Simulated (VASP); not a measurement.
Wanted: the native input for a VASP 6.6.1 run.

| Quantity | Value |
| --- | --- |
| Task | single point |
| Functional | PBE |
| Potentials or basis | VASP PAW PBE potentials, release 64 (W_sv) |
| Cutoff | 520 eV |
| k mesh | 20 × 20 × 20 |
| Occupations | gaussian, width 0.15 eV |
| Spin | no spin polarisation |
| Dipole correction | no |
| Further INCAR settings | ALGO = Normal; EDIFF = 1e-06; NBANDS = 13 |

The structure of W lies in POSCAR:

```
W
1.0
   -1.5973000000      1.5973000000      1.4695160000
    1.5973000000     -1.5973000000      1.4695160000
    1.5973000000      1.5973000000     -1.4695160000
W
1
Direct
    0.0000000000      0.0000000000      0.0000000000
```

This cell differs from its parent crystal: strain +0.000 along x and y, -0.080 along z.

These files were run (other wordings do the same):

INCAR

```
SYSTEM = W
PREC = Accurate ; ENCUT = 520
EDIFF = 1E-6 ; ISMEAR = 0
SIGMA = 0.15 ; LREAL = .FALSE.
LASPH = .TRUE. ; NELM = 100
ALGO = Normal ; ISIF = 2
LWAVE = .FALSE. ; LCHARG = .TRUE.
GGA = PE ; LELF = .TRUE.
LVHAR = .TRUE. ; NBANDS = 13
```

KPOINTS

```
Automatic mesh
0
G
  20 20 20
  0 0 0
```

Potentials or basis: VASP PAW PBE potentials, release 64 (W_sv).

Command:

```sh
$ cat potpaw_PBE.64/W_sv/POTCAR > POTCAR
$ mpirun -np 1 vasp_std > vasp.out
```

It gave:

The pressure is 27.9 GPa and the band gap on the k mesh is zero (band 7 reaches 17.75 eV, above the bottom of band 8 at 10.85 eV).

Caveat: the cell differs from its parent crystal (strain +0.000 along x and y, -0.080 along z); spin-orbit coupling is left out, which moves the levels of the heavy elements.

Run time: 94 s on 1 thread of Intel(R) Xeon(R) Platinum 8375C CPU @ 2.90GHz (Ice Lake), on a shared host, peak memory 0.23 GiB.
